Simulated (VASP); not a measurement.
# BaTiO3 in VASP: notebook

The runs below take BaTiO3 through single point, with PBEsol.

Everything below comes from runs of VASP 6.6.1. Logs are shortened: lines on timing, memory, paths and dates and some standing lists are left out, and cuts for length are marked.

### 1 The cell of the first run

The typed cell holds 5 atoms: a = 3.984 Å, b = 4.039 Å, c = 3.998 Å, α = 89.82°, β = 90.00°, γ = 89.19°.

### 2 Single point, PBEsol (equal xy, yz and zx shear strains of +1 %)

File INCAR:

```
PREC = Accurate ; ENCUT = 520
EDIFF = 1E-6 ; ISMEAR = -1
SIGMA = 0.05 ; LREAL = F
LASPH = T ; NELM = 60
ALGO = Normal ; ISIF = 2
LWAVE = F ; LCHARG = F
GGA = PS ; NBANDS = 28
```

File KPOINTS:

```
regular mesh
0
Gamma
  8 8 8
```

File POSCAR:

```
BaTiO3
1.0
    3.9841000000      0.0199205000      0.0199205000
    0.0284142500      2.8512790000      2.8599852500
    0.0000437500     -2.8228210000      2.8316147500
Ba Ti O
1 1 3
Direct
    0.0000000000      0.0000000000      0.0000000000
    0.5000000000      0.5079000000      0.5079000000
    0.0000000000      0.4921000000      0.4921000000
    0.5000000000      0.5025100000      0.9937100000
    0.5000000000      0.9937100000      0.5025100000
```

Potentials or basis: VASP PAW PBE potentials, release 64 (Ba_sv, Ti_sv, O).

The run is started by

```console
> cat potpaw_PBE.64/Ba_sv/POTCAR potpaw_PBE.64/Ti_sv/POTCAR potpaw_PBE.64/O/POTCAR > POTCAR
> mpirun -np 1 vasp_std > vasp.out
```

OUTCAR:

```text
PREC = Accurate
   ENCUT = 520
   EDIFF = 1E-6
   ISMEAR = -1
   LREAL = F
   LASPH = T
   NELM = 60
   ISIF = 2
   GGA = PS

 ion  position               nearest neighbor table
   1  0.000  0.000  0.000-   3 2.80   4 2.81   5 2.82   5 2.82   4 2.82   5 2.83   5 2.83   3 2.84
                             3 2.84   4 2.85   4 2.86   3 2.89   2 3.42   2 3.45   2 3.45   2 3.45
   2  0.500  0.508  0.508-   4 1.94   5 1.96   3 1.99   3 2.00   4 2.06   5 2.08   1 3.42   1 3.45
                             1 3.45   1 3.45   1 3.48   1 3.48   1 3.49   1 3.53
   3  0.000  0.492  0.492-   2 1.99   2 2.00   1 2.80   1 2.84   1 2.84   1 2.89
   4  0.500  0.503  0.994-   2 1.94   2 2.06   1 2.81   1 2.82   1 2.85   1 2.86
   5  0.500  0.994  0.503-   2 1.96   2 2.08   1 2.82   1 2.82   1 2.83   1 2.83

  LATTYP: Found a triclinic cell.
 ALAT       =     5.7129602050
 B/A-ratio  =     0.6973967012
 C/A-ratio  =     0.6998639155
 COS(alpha) =     0.0000219385
 COS(beta)  =     0.0021923075
 COS(gamma) =     0.7073686151

  Lattice vectors:

 A1 = (  -4.0125142500,  -2.8711995000,  -2.8799057500)
 A2 = (  -3.9841000000,  -0.0199205000,  -0.0199205000)
 A3 = (  -0.0000437500,   2.8228210000,  -2.8316147500)

Analysis of symmetry for initial positions (statically):
=====================================================================
 Subroutine PRICEL returns:
 Original cell was already a primitive cell.

 Routine SETGRP: Setting up the symmetry group for a
 triclinic supercell.

 Subroutine GETGRP returns: Found  1 space group operations
 (whereof  1 operations were pure point group operations)
 out of a pool of  2 trial point group operations.

The static configuration has the point symmetry C_1 .

Analysis of symmetry for dynamics (positions and initial velocities):
=====================================================================
 Subroutine PRICEL returns:
 Original cell was already a primitive cell.

 Routine SETGRP: Setting up the symmetry group for a
 triclinic supercell.

 Subroutine GETGRP returns: Found  1 space group operations
 (whereof  1 operations were pure point group operations)
 out of a pool of  2 trial point group operations.

The dynamic configuration has the point symmetry C_1 .

 Subroutine INISYM returns: Found  1 space group operations
 (whereof  1 operations are pure point group operations),
 and found     1 'primitive' translations

----------------------------------------------------------------------------------------

                                     Primitive cell

  volume of cell :      64.3279

  direct lattice vectors                    reciprocal lattice vectors
     3.984100000  0.019920500  0.019920500     0.251010204 -0.001248807 -0.001248807
     0.028414250  2.851279000  2.859985250    -0.001751017  0.175374012  0.174829404
     0.000043750 -2.822821000  2.831614750     0.000002696 -0.177122333  0.176583117

  length of vectors
     3.984199601  4.038578331  3.998294698     0.251016417  0.247637700  0.250107813

  position of ions in fractional coordinates (direct lattice)
     0.000000000  0.000000000  0.000000000
     0.500000000  0.507900000  0.507900000
     1.000000000  0.492100000  0.492100000
     0.500000000  0.502510000  0.993710000
     0.500000000  0.993710000  0.502510000

  ion indices of the primitive-cell ions
   primitive index   ion index
                 1           1
                 2           2
                 3           3
                 4           4
                 5           5

----------------------------------------------------------------------------------------

 KPOINTS: regular mesh

Automatic generation of k-mesh.
 Grid dimensions read from file:
 generate k-points for:    8    8    8

 Generating k-lattice:

  Cartesian coordinates                     Fractional coordinates (reciprocal lattice)
     0.031376275 -0.000156101 -0.000156101     0.125000000 -0.000000000  0.000000000
    -0.000218877  0.021921751  0.021853676     0.000000000  0.125000000  0.000000000
     0.000000337 -0.022140292  0.022072890     0.000000000  0.000000000  0.125000000

  Length of vectors
     0.031377052  0.030954713  0.031263477

  Shift w.r.t. Gamma in fractional coordinates (k-lattice)
     0.000000000  0.000000000  0.000000000

 Subroutine IBZKPT returns following result:
 ===========================================

 Found    260 irreducible k-points:

 Following reciprocal coordinates:
            Coordinates               Weight
  0.000000  0.000000  0.000000      1.000000
  0.125000  0.000000  0.000000      2.000000
  0.250000  0.000000  0.000000      2.000000
  0.375000  0.000000  0.000000      2.000000
  0.500000  0.000000  0.000000      1.000000
 -0.000000  0.125000  0.000000      2.000000
[... 16 lines left out ...]
  0.125000  0.375000  0.000000      2.000000
  0.250000  0.375000  0.000000      2.000000
 [... further k-points ...]
   k-points           NKPTS =    260   k-points in BZ     NKDIM =    260   number of bands    NBANDS=     28
   number of dos      NEDOS =    301   number of ions     NIONS =      5
   total plane-waves  NPLWV =  27000
   dimension x,y,z NGX =    30 NGY =   30 NGZ =   30
   dimension x,y,z NGXF=    60 NGYF=   60 NGZF=   60
   ions per type =               1   1   3
   NGX,Y,Z   is equivalent  to a cutoff of  12.52, 12.35, 12.47 a.u.
   NGXF,Y,Z  is equivalent  to a cutoff of  25.04, 24.70, 24.95 a.u.
 SYSTEM =  unknown system
   PREC   = accura    normal or accurate (medium, high low for compatibility)
   ISTART =      0    job   : 0-new  1-cont  2-samecut
   ICHARG =      2    charge: 1-file 2-atom 10-const
   ISPIN  =      1    spin polarized calculation?
   LNONCOLLINEAR =      F non collinear calculations
   LSORBIT =      F    spin-orbit coupling
   LASPH  =      T    aspherical Exc in radial PAW
   ENCUT  =  520.0 eV  38.22 Ry    6.18 a.u.   7.41  7.51  7.43*2*pi/ulx,y,z
   NELM   =     60;   NELMIN=  2; NELMDL= -5     # of ELM steps
   EDIFF  = 0.1E-05   stopping-criterion for ELM
   LREAL  =      F    real-space projection
   EDIFFG = 0.1E-04   stopping-criterion for IOM
   NSW    =      0    number of steps for IOM
   IBRION =     -1    ionic relax: 0-MD 1-quasi-New 2-CG
   NFREE  =      0    steps in history (QN), initial steepest desc. (CG)
   ISIF   =      2    stress and relaxation
   ISYM   =      2    0-nonsym 1-usesym 2-fastsym
   POTIM  = 0.5000    time-step for ionic-motion
   TEBEG  =    0.0;   TEEND  =   0.0 temperature during run
   PSTRESS=    0.0 pullay stress
   NELECT =      40.0000    total number of electrons
   NUPDOWN=      -1.0000    fix difference up-down
   EMIN   =  10.00;   EMAX   =-10.00  energy-range for DOS
   EFERMI =   0.00;   METHOD = LEGACY
   ISMEAR =    -1;   SIGMA  =   0.05  broadening in eV -4-tet -1-fermi 0-gaus
   EFERMI_NEDOS =   21; number of points for ismear=-14 and -15
   IALGO  =     38    algorithm
   IMIX   =      4    mixing-type and parameters
     AMIX     =   0.40;   BMIX     =  1.00
     AMIX_MAG =   1.60;   BMIX_MAG =  1.00
  volume/ion in A,a.u.               =      12.87        86.82
  Fermi-wavevector in a.u.,A,eV,Ry     =   1.397318  2.640547 26.565326  1.952496
  Thomas-Fermi vector in A             =   2.520586
   LORBIT       =      0    0 simple, 1 ext, 2 COOP (PROOUT), +10 PAW based schemes
   GGA     = PS    functional components
   LHFCALC =     F    Hartree Fock is set to
   AEXX    =    0.0000 exact exchange contribution
   IVDW    =     0    specifies the selected vdW correction
   LEPSILON=     F    determine dielectric tensor
   LRPA    =     F    only Hartree local field effects (RPA)
 non-spin polarized calculation
  energy-cutoff  :      520.00
  volume of cell :       64.33
 maximum number of plane-waves:      1761
 NGX is ok and might be reduce to    30
   NGX = 15   NGY = 15   NGZ = 15

 number of electron      39.9999994 magnetization

 Free energy of the ion-electron system (eV)
  ---------------------------------------------------
  ext. energy  EPLUGINS =         0.00000000
  ---------------------------------------------------
  free energy    TOTEN  =       -41.97029584 eV

  energy without entropy =      -41.97029584  energy(sigma->0) =      -41.97029584

 E-fermi :   4.5693     XC(G=0): -11.4982

 val. band max:        3.6808054407   @ k =   0.5000   0.5000   0.5000
 cond. band min:       5.4029362759   @ k =   0.0000   0.0000   0.0000
 fundamental gap:      1.7221308352
 Fermi energy:         4.5693342579

 k-point     1 :       0.0000    0.0000    0.0000
  band No.  band energies     occupation
      1     -52.6804      2.00000
      2     -29.0128      2.00000
      3     -29.0110      2.00000
      4     -28.9996      2.00000
      5     -21.1054      2.00000
      6     -13.1448      2.00000
[... 20 lines left out ...]
     27       8.6394      0.00000
     28      10.8038      0.00000

 k-point     2 :       0.1250    0.0000    0.0000
  band No.  band energies     occupation
      1     -52.6802      2.00000
      2     -29.0162      2.00000
      3     -29.0119      2.00000
      4     -29.0030      2.00000
      5     -21.0874      2.00000
      6     -13.1476      2.00000
[... 20 lines left out ...]
     27       8.9474      0.00000
     28      11.1900      0.00000

 k-point     3 :       0.2500    0.0000    0.0000
  band No.  band energies     occupation
      1     -52.6798      2.00000
      2     -29.0338      2.00000
      3     -29.0112      2.00000
      4     -29.0045      2.00000
      5     -21.0434      2.00000
      6     -13.2061      2.00000
[... 20 lines left out ...]
     27       9.7214      0.00000
     28      11.9507      0.00000

 k-point     4 :       0.3750    0.0000    0.0000
  band No.  band energies     occupation
      1     -52.6794      2.00000
      2     -29.0532      2.00000
      3     -29.0105      2.00000
      4     -29.0042      2.00000
      5     -20.9984      2.00000
      6     -13.3119      2.00000
[... 578 lines left out ...]
     27      10.6472      0.00000
     28      11.8798      0.00000

 k-point    23 :       0.1250    0.3750    0.0000
  band No.  band energies     occupation
      1     -52.6794      2.00000
      2     -29.0483      2.00000
      3     -29.0105      2.00000
      4     -29.0099      2.00000
      5     -20.9955      2.00000
      6     -13.2801      2.00000
[... 20 lines left out ...]
     27      10.9290      0.00000
     28      12.1252      0.00000

 k-point    24 :       0.2500    0.3750    0.0000
  band No.  band energies     occupation
      1     -52.6790      2.00000
      2     -29.0478      2.00000
      3     -29.0290      2.00000
      4     -29.0095      2.00000
      5     -20.9645      2.00000
      6     -13.1144      2.00000
[... 20 lines left out ...]
     27      11.7652      0.00000
     28      12.1789      0.00000

 [... further k-points ...]
[... 5 lines left out ...]
  --------------------------------------------------------------------------------------
  -------------------------------------------------------------------------------------
  Total       -0.7266613     -0.9852066     -1.2689388     -0.4893694     -0.3725612     -0.4894014
  in kB      -18.0985367    -24.5379785    -31.6047333    -12.1884434     -9.2791679    -12.1892422
  external PRESSURE =     -24.7470829 kB  Pullay stress =       0.0000000 kB

 VOLUME and BASIS-vectors are now :
 -----------------------------------------------------------------------------
  energy-cutoff  :      520.00
  volume of cell :       64.33
      direct lattice vectors                 reciprocal lattice vectors
     3.984100000  0.019920500  0.019920500     0.251010204 -0.001248807 -0.001248807
     0.028414250  2.851279000  2.859985250    -0.001751017  0.175374012  0.174829404
     0.000043750 -2.822821000  2.831614750     0.000002696 -0.177122333  0.176583117

 POSITION                                       TOTAL-FORCE (eV/Angst)
 -----------------------------------------------------------------------------------
      0.00000      0.00000      0.00000        -0.007366      0.000941      0.087668
      2.00650      0.02441      2.90072         0.014796      0.035718      0.202070
      0.01400      0.01400      2.80084         0.001381      0.002603      0.100208
      2.00637     -1.36231      4.26094        -0.002157      0.002219     -0.176873
      2.02031      1.42481      4.27487        -0.006655     -0.041481     -0.213073
 -----------------------------------------------------------------------------------
    total drift:                                0.000071     -0.000112     -0.000181

  FREE ENERGIE OF THE ION-ELECTRON SYSTEM (eV)
  ---------------------------------------------------
  free  energy   TOTEN  =       -41.9702958382 eV

  energy  without entropy=      -41.9702958365  energy(sigma->0) =      -41.97029584
```

Wall time 4.8 min (1 thread of Intel Xeon Platinum 8488C (Sapphire Rapids), shared host); peak memory 0.52 GiB.

What came out:

| Property | Result |
| --- | --- |
| Free energy | -41.9703 eV |
| Pressure | -2.5 GPa |
| Largest force | 0.217 eV/Å |
| Band gap on the k mesh | 1.72 eV, indirect (least direct gap 1.90 eV) |

Forces in eV/Å, atoms in the order of the input:
```
Ba  -0.007  0.001  0.088
Ti   0.015  0.036  0.202
O    0.001  0.003  0.100
O   -0.002  0.002 -0.177
O   -0.007 -0.041 -0.213
```

Levels at points of the mesh, in eV from the valence-band top:
```csv
k point,band 17,band 18,band 19,band 20,band 21,band 22,band 23,band 24
"(0.00, 0.00, 0.00)",-1.11,-0.28,-0.21,-0.18,1.72,1.76,1.84,3.93
"(0.50, 0.00, 0.00)",-1.88,-1.84,-0.81,-0.77,1.92,3.51,3.54,3.94
"(0.00, 0.50, 0.00)",-1.80,-1.73,-0.78,-0.75,1.94,3.43,3.44,4.02
"(0.50, 0.50, 0.00)",-1.76,-0.96,-0.91,-0.12,3.44,3.54,3.89,4.79
"(0.00, 0.00, 0.50)",-1.91,-1.80,-0.84,-0.70,1.93,3.51,3.53,3.96
"(0.50, 0.00, 0.50)",-1.76,-0.85,-0.84,-0.09,3.53,3.53,3.94,4.69
"(0.00, 0.50, 0.50)",-1.73,-0.94,-0.92,-0.14,3.45,3.54,3.88,4.84
"(0.50, 0.50, 0.50)",-2.39,-0.05,-0.02,0.00,4.14,4.15,4.20,6.54
```

Caveat: the cell differs from its parent crystal (equal xy, yz and zx shear strains of +1 %); the PAW data sets were made with another functional, which shifts forces and pressure a little; spin-orbit coupling is left out, which moves the levels of the heavy elements. A k mesh can miss the band edges.

### 3 Single point, PBEsol (equal xy, yz and zx shear strains of -2 %)

File INCAR:

```
PREC = Accurate
ENCUT = 520
EDIFF = 1E-6
ISMEAR = -1
SIGMA = 0.05
LREAL = False
LASPH = True
NELM = 80
ALGO = Normal
ISIF = 2
LWAVE = False
LCHARG = True
GGA = PS
LELF = True
LVHAR = True
NBANDS = 28
```

File KPOINTS:

```
Automatic mesh
0
Gamma
  8 8 8
```

Changes to POSCAR since step 2:

```diff
@@ -2,5 +2,5 @@
 1.0
-    3.9841000000      0.0199205000      0.0199205000
-    0.0284142500      2.8512790000      2.8599852500
-    0.0000437500     -2.8228210000      2.8316147500
+    3.9841000000     -0.0398410000     -0.0398410000
+   -0.0568285000      2.8085920000      2.8174295000
+   -0.0000875000     -2.8655080000      2.8741705000
 Ba Ti O
```

Potentials or basis: VASP PAW PBE potentials, release 64 (Ba_sv, Ti_sv, O).

The run is started by

```console
> cat potpaw_PBE.64/Ba_sv/POTCAR potpaw_PBE.64/Ti_sv/POTCAR potpaw_PBE.64/O/POTCAR > POTCAR
> mpirun -np 1 vasp_std > vasp.out
```

Run time: 3.1 min. Hardware: 1 thread of Intel Xeon 6975P-C (Granite Rapids), shared host; peak memory 0.52 GiB.

Results (log left out):

```
Free energy            : -41.9496 eV
Pressure               : -2.4 GPa
Largest force          : 0.237 eV/Å
Band gap on the k mesh : 1.68 eV, indirect (least direct gap 1.83 eV)
```

Forces on the atoms (eV/Å):
```
Ba   0.014 -0.002  0.088
Ti  -0.027 -0.068  0.200
O   -0.003 -0.006  0.100
O    0.004  0.059 -0.230
O    0.012  0.017 -0.158
```

Stress tensor (GPa, compression positive):
```
-1.71  2.49  2.49
 2.49 -2.32  1.90
 2.49  1.90 -3.03
```

Levels at points of the mesh, in eV from the valence-band top:
| k point | band 17 | band 18 | band 19 | band 20 | band 21 | band 22 | band 23 | band 24 |
| --- | --- | --- | --- | --- | --- | --- | --- | --- |
| (0.00, 0.00, 0.00) | -1.08 | -0.33 | -0.24 | -0.15 | 1.68 | 1.76 | 1.83 | 3.88 |
| (0.50, 0.00, 0.00) | -1.90 | -1.86 | -0.83 | -0.78 | 1.90 | 3.48 | 3.52 | 3.92 |
| (0.00, 0.50, 0.00) | -1.98 | -1.86 | -0.83 | -0.77 | 1.91 | 3.54 | 3.55 | 3.91 |
| (0.50, 0.50, 0.00) | -1.78 | -0.88 | -0.77 | -0.08 | 3.49 | 3.57 | 3.94 | 4.62 |
| (0.00, 0.00, 0.50) | -1.81 | -1.66 | -0.90 | -0.64 | 1.93 | 3.35 | 3.40 | 4.02 |
| (0.50, 0.00, 0.50) | -1.78 | -0.99 | -0.99 | -0.16 | 3.38 | 3.51 | 3.84 | 4.81 |
| (0.00, 0.50, 0.50) | -1.75 | -0.96 | -0.94 | -0.17 | 3.39 | 3.55 | 3.87 | 4.82 |
| (0.50, 0.50, 0.50) | -2.32 | -0.08 | -0.04 | 0.00 | 4.08 | 4.15 | 4.19 | 6.43 |

Caveat: the cell differs from its parent crystal (equal xy, yz and zx shear strains of -2 %); the PAW data sets were made with another functional, which shifts forces and pressure a little; spin-orbit coupling is left out, which moves the levels of the heavy elements. A k mesh can miss the band edges.

### 4 Single point, PBEsol (equal xy, yz and zx shear strains of -1 %)

File INCAR:

```
PREC     = Accurate       # precision mode
ENCUT    = 520            # plane-wave cutoff, eV
EDIFF    = 1E-6           # SCF threshold, eV
ISMEAR   = -1             # smearing method
SIGMA    = 0.05           # smearing width, eV
LREAL    = False          # projectors in reciprocal space
LASPH    = True           # aspherical terms in the spheres
NELM     = 100            # most SCF steps
ALGO     = Normal         # electronic algorithm
ISIF     = 2              # what is computed and relaxed
LWAVE    = False          # write WAVECAR
LCHARG   = True           # write CHGCAR
GGA      = PS             # functional
LELF     = True           # ELF
LVHAR    = True         
NBANDS   = 28             # bands
```

File KPOINTS:

```
regular mesh
0
Gamma
  8 8 8
```

Changes to POSCAR since step 3:

```diff
@@ -2,5 +2,5 @@
 1.0
-    3.9841000000     -0.0398410000     -0.0398410000
-   -0.0568285000      2.8085920000      2.8174295000
-   -0.0000875000     -2.8655080000      2.8741705000
+    3.9841000000     -0.0199205000     -0.0199205000
+   -0.0284142500      2.8228210000      2.8316147500
+   -0.0000437500     -2.8512790000      2.8599852500
 Ba Ti O
```

The run is started by

```console
> cat potpaw_PBE.64/Ba_sv/POTCAR potpaw_PBE.64/Ti_sv/POTCAR potpaw_PBE.64/O/POTCAR > POTCAR
> mpirun -np 1 vasp_std > vasp.out
```

Wall time 3.3 min (1 thread of Intel Xeon 6975P-C (Granite Rapids), shared host); peak memory 0.52 GiB.

Results (log left out):

```yaml
Free_energy: -41.9702 eV
Pressure: -2.5 GPa
Largest_force: 0.217 eV/Å
Band_gap_on_the_k_mesh: 1.72 eV, indirect (least direct gap 1.89 eV)
```

Forces on the atoms (eV/Å):
```
Ba   0.007 -0.001  0.088
Ti  -0.014 -0.034  0.202
O   -0.001 -0.003  0.100
O    0.002  0.041 -0.213
O    0.006 -0.003 -0.177
```

Stress tensor (GPa, compression positive):
```
-1.82  1.23  1.24
 1.23 -2.46  0.94
 1.24  0.94 -3.17
```

Levels at points of the mesh, in eV from the valence-band top:
| k point | band 17 | band 18 | band 19 | band 20 | band 21 | band 22 | band 23 | band 24 |
| --- | --- | --- | --- | --- | --- | --- | --- | --- |
| (0.00, 0.00, 0.00) | -1.10 | -0.28 | -0.22 | -0.17 | 1.72 | 1.77 | 1.84 | 3.93 |
| (0.50, 0.00, 0.00) | -1.88 | -1.84 | -0.81 | -0.77 | 1.92 | 3.51 | 3.54 | 3.94 |
| (0.00, 0.50, 0.00) | -1.91 | -1.81 | -0.80 | -0.75 | 1.93 | 3.51 | 3.53 | 3.96 |
| (0.50, 0.50, 0.00) | -1.76 | -0.87 | -0.82 | -0.08 | 3.52 | 3.55 | 3.94 | 4.69 |
| (0.00, 0.00, 0.50) | -1.81 | -1.72 | -0.83 | -0.70 | 1.94 | 3.43 | 3.45 | 4.01 |
| (0.50, 0.00, 0.50) | -1.76 | -0.93 | -0.93 | -0.12 | 3.45 | 3.54 | 3.89 | 4.79 |
| (0.00, 0.50, 0.50) | -1.73 | -0.94 | -0.92 | -0.14 | 3.45 | 3.54 | 3.88 | 4.84 |
| (0.50, 0.50, 0.50) | -2.36 | -0.05 | -0.02 | 0.00 | 4.13 | 4.16 | 4.19 | 6.51 |

Caveat: the cell differs from its parent crystal (equal xy, yz and zx shear strains of -1 %); the PAW data sets were made with another functional, which shifts forces and pressure a little; spin-orbit coupling is left out, which moves the levels of the heavy elements.

(Part 1 of 2 ends here.)
